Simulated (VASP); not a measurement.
Input of a VASP 6.6.1 run:

The input INCAR:

```
ALGO = Normal
EDIFF = 1E-6
ENCUT = 520
GGA = PE
ISIF = 2
ISMEAR = -1
LASPH = T
LCHARG = F
LREAL = F
LWAVE = F
NBANDS = 16
NELM = 80
PREC = Accurate
SIGMA = 0.01
```

KPOINTS

```
k-points
0
Gamma
  8 8 8
```

File POSCAR:

```
ZnS
1.0
    0.0000000000      2.7270034930      2.7270034930
    2.7270034930      0.0000000000      2.7270034930
    2.7270034930      2.7270034930      0.0000000000
Zn S
1 1
Direct
    0.0000000000      0.0000000000      0.0000000000
    0.7500000000      0.7500000000      0.7500000000
```

Potentials or basis: VASP PAW PBE potentials, release 64 (Zn, S).

Command:

```console
$ cat potpaw_PBE.64/Zn/POTCAR potpaw_PBE.64/S/POTCAR > POTCAR
$ mpirun -np 1 vasp_std > vasp.out
```

(1) Estimate the pressure.

(2) Predict the band gap on the k mesh.

Results:

(1) -0.2 GPa.

(2) 1.99 eV, direct.
